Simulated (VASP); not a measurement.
# LiCl (Fm-3m) in VASP: single point with LDA

Aim: the single point of LiCl with LDA.

Program: VASP 6.6.1. These are calculated values, not measurements. Logs are shortened: lines on timing, memory, paths and dates and some standing lists are left out, and cuts for length are marked.

**1. The cell of the first run**

The structure is cubic, space group Fm-3m (No. 225). Conventional cell: a = 5.150 Å, b = 5.150 Å, c = 5.150 Å, α = 90.00°, β = 90.00°, γ = 90.00°. Within 3.4 Å of Li (site symmetry m-3m) lie 6 Cl at 2.58 Å. Cl (site symmetry m-3m) has 6 Li at 2.58 Å within 3.4 Å.

**2. Single point, LDA**

Input file INCAR:

```
ALGO = Normal ; EDIFF = 1E-6
ENCUT = 520 ; GGA = CA
ISIF = 2 ; ISMEAR = 0
LASPH = T ; LCHARG = F
LREAL = F ; LWAVE = F
NBANDS = 12 ; NELM = 80
PREC = Accurate ; SIGMA = 0.02
```

Input file KPOINTS:

```
k-points
0
Gamma
  8 8 8
```

Input file POSCAR:

```
LiCl
1.0
    0.0000000000      2.5752183527      2.5752183527
    2.5752183527      0.0000000000      2.5752183527
    2.5752183527      2.5752183527      0.0000000000
Li Cl
1 1
Direct
    0.0000000000      0.0000000000      0.0000000000
    0.5000000000      0.5000000000      0.5000000000
```

Potentials or basis: VASP PAW LDA potentials, release 64 (Li_sv, Cl).

The run is started by

```console
> cat potpaw_LDA.64/Li_sv/POTCAR potpaw_LDA.64/Cl/POTCAR > POTCAR
> mpirun -np 1 vasp_std > vasp.out
```

OUTCAR:

```text
EDIFF = 1E-6
   ENCUT = 520
   GGA = CA
   ISIF = 2
   ISMEAR = 0
   LASPH = T
   LREAL = F
   NELM = 80
   PREC = Accurate

 ion  position               nearest neighbor table
   1  0.000  0.000  0.000-   2 2.58   2 2.58   2 2.58   2 2.58   2 2.58   2 2.58
   2  0.500  0.500  0.500-   1 2.58   1 2.58   1 2.58   1 2.58   1 2.58   1 2.58

  LATTYP: Found a face centered cubic cell.
 ALAT       =     5.1504367054

  Lattice vectors:

 A1 = (   0.0000000000,   2.5752183527,   2.5752183527)
 A2 = (   2.5752183527,   0.0000000000,   2.5752183527)
 A3 = (   2.5752183527,   2.5752183527,   0.0000000000)

Analysis of symmetry for initial positions (statically):
=====================================================================
 Subroutine PRICEL returns:
 Original cell was already a primitive cell.

 Routine SETGRP: Setting up the symmetry group for a
 face centered cubic supercell.

 Subroutine GETGRP returns: Found 48 space group operations
 (whereof 48 operations were pure point group operations)
 out of a pool of 48 trial point group operations.

The static configuration has the point symmetry O_h .

Analysis of symmetry for dynamics (positions and initial velocities):
=====================================================================
 Subroutine PRICEL returns:
 Original cell was already a primitive cell.

 Routine SETGRP: Setting up the symmetry group for a
 face centered cubic supercell.

 Subroutine GETGRP returns: Found 48 space group operations
 (whereof 48 operations were pure point group operations)
 out of a pool of 48 trial point group operations.

The dynamic configuration has the point symmetry O_h .

 Subroutine INISYM returns: Found 48 space group operations
 (whereof 48 operations are pure point group operations),
 and found     1 'primitive' translations

----------------------------------------------------------------------------------------

                                     Primitive cell

  volume of cell :      34.1564

  direct lattice vectors                    reciprocal lattice vectors
     0.000000000  2.575218353  2.575218353    -0.194158293  0.194158293  0.194158293
     2.575218353  0.000000000  2.575218353     0.194158293 -0.194158293  0.194158293
     2.575218353  2.575218353  0.000000000     0.194158293  0.194158293 -0.194158293

  length of vectors
     3.641908720  3.641908720  3.641908720     0.336292029  0.336292029  0.336292029

  position of ions in fractional coordinates (direct lattice)
     0.000000000  0.000000000  0.000000000
     0.500000000  0.500000000  0.500000000

  ion indices of the primitive-cell ions
   primitive index   ion index
                 1           1
                 2           2

----------------------------------------------------------------------------------------

 KPOINTS: k-points

Automatic generation of k-mesh.
 Grid dimensions read from file:
 generate k-points for:    8    8    8

 Generating k-lattice:

  Cartesian coordinates                     Fractional coordinates (reciprocal lattice)
    -0.024269787  0.024269787  0.024269787     0.125000000  0.000000000  0.000000000
     0.024269787 -0.024269787  0.024269787     0.000000000  0.125000000  0.000000000
     0.024269787  0.024269787 -0.024269787     0.000000000  0.000000000  0.125000000

  Length of vectors
     0.042036504  0.042036504  0.042036504

  Shift w.r.t. Gamma in fractional coordinates (k-lattice)
     0.000000000  0.000000000  0.000000000

 Subroutine IBZKPT returns following result:
 ===========================================

 Found     29 irreducible k-points:

 Following reciprocal coordinates:
            Coordinates               Weight
  0.000000  0.000000  0.000000      1.000000
  0.125000  0.000000  0.000000      8.000000
  0.250000  0.000000  0.000000      8.000000
  0.375000  0.000000  0.000000      8.000000
  0.500000  0.000000  0.000000      4.000000
  0.125000  0.125000  0.000000      6.000000
[... 16 lines left out ...]
  0.500000  0.250000  0.125000     48.000000
 -0.375000  0.250000  0.125000     24.000000
 [... further k-points ...]
   k-points           NKPTS =     29   k-points in BZ     NKDIM =     29   number of bands    NBANDS=     12
   number of dos      NEDOS =    301   number of ions     NIONS =      2
   total plane-waves  NPLWV =  21952
   dimension x,y,z NGX =    28 NGY =   28 NGZ =   28
   dimension x,y,z NGXF=    56 NGYF=   56 NGZF=   56
   ions per type =               1   1
   NGX,Y,Z   is equivalent  to a cutoff of  12.78, 12.78, 12.78 a.u.
   NGXF,Y,Z  is equivalent  to a cutoff of  25.56, 25.56, 25.56 a.u.
 SYSTEM =  unknown system
   PREC   = accura    normal or accurate (medium, high low for compatibility)
   ISTART =      0    job   : 0-new  1-cont  2-samecut
   ICHARG =      2    charge: 1-file 2-atom 10-const
   ISPIN  =      1    spin polarized calculation?
   LNONCOLLINEAR =      F non collinear calculations
   LSORBIT =      F    spin-orbit coupling
   LASPH  =      T    aspherical Exc in radial PAW
   ENCUT  =  520.0 eV  38.22 Ry    6.18 a.u.   6.77  6.77  6.77*2*pi/ulx,y,z
   NELM   =     80;   NELMIN=  2; NELMDL= -5     # of ELM steps
   EDIFF  = 0.1E-05   stopping-criterion for ELM
   LREAL  =      F    real-space projection
   EDIFFG = 0.1E-04   stopping-criterion for IOM
   NSW    =      0    number of steps for IOM
   IBRION =     -1    ionic relax: 0-MD 1-quasi-New 2-CG
   NFREE  =      0    steps in history (QN), initial steepest desc. (CG)
   ISIF   =      2    stress and relaxation
   ISYM   =      2    0-nonsym 1-usesym 2-fastsym
   POTIM  = 0.5000    time-step for ionic-motion
   TEBEG  =    0.0;   TEEND  =   0.0 temperature during run
   PSTRESS=    0.0 pullay stress
   NELECT =      10.0000    total number of electrons
   NUPDOWN=      -1.0000    fix difference up-down
   EMIN   =  10.00;   EMAX   =-10.00  energy-range for DOS
   EFERMI =   0.00;   METHOD = LEGACY
   ISMEAR =     0;   SIGMA  =   0.02  broadening in eV -4-tet -1-fermi 0-gaus
   EFERMI_NEDOS =   21; number of points for ismear=-14 and -15
   IALGO  =     38    algorithm
   IMIX   =      4    mixing-type and parameters
     AMIX     =   0.40;   BMIX     =  1.00
     AMIX_MAG =   1.60;   BMIX_MAG =  1.00
  volume/ion in A,a.u.               =      17.08       115.25
  Fermi-wavevector in a.u.,A,eV,Ry     =   1.087053  2.054233 16.077794  1.181685
  Thomas-Fermi vector in A             =   2.223204
   LORBIT       =      0    0 simple, 1 ext, 2 COOP (PROOUT), +10 PAW based schemes
   GGA     = CA    functional components
   LHFCALC =     F    Hartree Fock is set to
   AEXX    =    0.0000 exact exchange contribution
   IVDW    =     0    specifies the selected vdW correction
   LEPSILON=     F    determine dielectric tensor
   LRPA    =     F    only Hartree local field effects (RPA)
 non-spin polarized calculation
 Gauss-broadening in eV      SIGMA  =   0.02
  energy-cutoff  :      520.00
  volume of cell :       34.16
 maximum number of plane-waves:       941
   NGX = 13   NGY = 13   NGZ = 13

 number of electron      10.0000008 magnetization

 Free energy of the ion-electron system (eV)
  ---------------------------------------------------
  ext. energy  EPLUGINS =         0.00000000
  ---------------------------------------------------
  free energy    TOTEN  =        -8.05334471 eV

  energy without entropy =       -8.05334471  energy(sigma->0) =       -8.05334471

 E-fermi :   0.5266     XC(G=0):  -9.1132

 val. band max:        0.3607947727   @ k =   0.0000   0.0000   0.0000
 cond. band min:       6.2950331496   @ k =   0.0000   0.0000   0.0000
 fundamental gap:      5.9342383769
 Fermi energy:         0.5265600484

 k-point     1 :       0.0000    0.0000    0.0000
  band No.  band energies     occupation
      1     -42.1283      2.00000
      2     -12.9224      2.00000
      3       0.3608      2.00000
      4       0.3608      2.00000
      5       0.3608      2.00000
      6       6.2950      0.00000
      7      12.0846      0.00000
      8      12.0846      0.00000
      9      12.0846      0.00000
     10      14.3998      0.00000
     11      14.3998      0.00000
     12      14.3998      0.00000

 k-point     2 :       0.1250    0.0000    0.0000
  band No.  band energies     occupation
      1     -42.1278      2.00000
      2     -12.8467      2.00000
      3      -0.1785      2.00000
      4       0.3199      2.00000
      5       0.3199      2.00000
      6       6.7620      0.00000
      7      11.2433      0.00000
      8      11.9372      0.00000
      9      11.9372      0.00000
     10      13.1971      0.00000
     11      13.1971      0.00000
     12      14.8856      0.00000

 k-point     3 :       0.2500    0.0000    0.0000
  band No.  band energies     occupation
      1     -42.1268      2.00000
      2     -12.6536      2.00000
      3      -1.2462      2.00000
      4       0.2266      2.00000
      5       0.2266      2.00000
      6       7.2014      0.00000
      7      10.7592      0.00000
      8      10.7592      0.00000
      9      11.0188      0.00000
     10      14.0997      0.00000
     11      14.0997      0.00000
     12      15.4627      0.00000
[... 286 lines left out ...]
 k-point    23 :       0.5000    0.2500    0.1250
  band No.  band energies     occupation
      1     -42.1251      2.00000
      2     -12.3141      2.00000
      3      -1.9850      2.00000
      4      -0.8699      2.00000
      5      -0.1338      2.00000
      6       8.3984      0.00000
      7       9.4538      0.00000
      8      10.4157      0.00000
      9      11.4126      0.00000
     10      14.4599      0.00000
     11      17.6169      0.00000
     12      17.9477      0.00000

 k-point    24 :      -0.3750    0.2500    0.1250
  band No.  band energies     occupation
      1     -42.1248      2.00000
      2     -12.2349      2.00000
      3      -2.2170      2.00000
      4      -0.9682      2.00000
      5      -0.2229      2.00000
      6       8.2280      0.00000
      7       9.4033      0.00000
      8      10.5957      0.00000
      9      11.7679      0.00000
     10      15.5991      0.00000
     11      16.1223      0.00000
     12      18.3770      0.00000

 [... further k-points ...]
[... 5 lines left out ...]
  --------------------------------------------------------------------------------------
  -------------------------------------------------------------------------------------
  Total       -0.7701520     -0.7701520     -0.7701520      0.0000000      0.0000000      0.0000000
  in kB      -36.1255848    -36.1255848    -36.1255848      0.0000000      0.0000000      0.0000000
  external PRESSURE =     -36.1255848 kB  Pullay stress =       0.0000000 kB

 VOLUME and BASIS-vectors are now :
 -----------------------------------------------------------------------------
  energy-cutoff  :      520.00
  volume of cell :       34.16
      direct lattice vectors                 reciprocal lattice vectors
     0.000000000  2.575218353  2.575218353    -0.194158293  0.194158293  0.194158293
     2.575218353  0.000000000  2.575218353     0.194158293 -0.194158293  0.194158293
     2.575218353  2.575218353  0.000000000     0.194158293  0.194158293 -0.194158293

 POSITION                                       TOTAL-FORCE (eV/Angst)
 -----------------------------------------------------------------------------------
      0.00000      0.00000      0.00000        -0.000000     -0.000000     -0.000000
      2.57522      2.57522      2.57522         0.000000      0.000000      0.000000
 -----------------------------------------------------------------------------------
    total drift:                                0.000000      0.000000      0.000000

  FREE ENERGIE OF THE ION-ELECTRON SYSTEM (eV)
  ---------------------------------------------------
  free  energy   TOTEN  =        -8.0533447085 eV

  energy  without entropy=       -8.0533447085  energy(sigma->0) =       -8.05334471
```

It took 19 s on 1 thread of AMD EPYC 7R43 (Zen 3), shared host; peak memory 0.1 GiB.

Results:

```
Free energy            : -8.0533 eV
Band gap on the k mesh : 5.93 eV
```

Caveat: the cutoff is under 1.25 times the usual one of these potentials, so pressure, stress and relaxed cells hold a basis-set (Pulay) error.
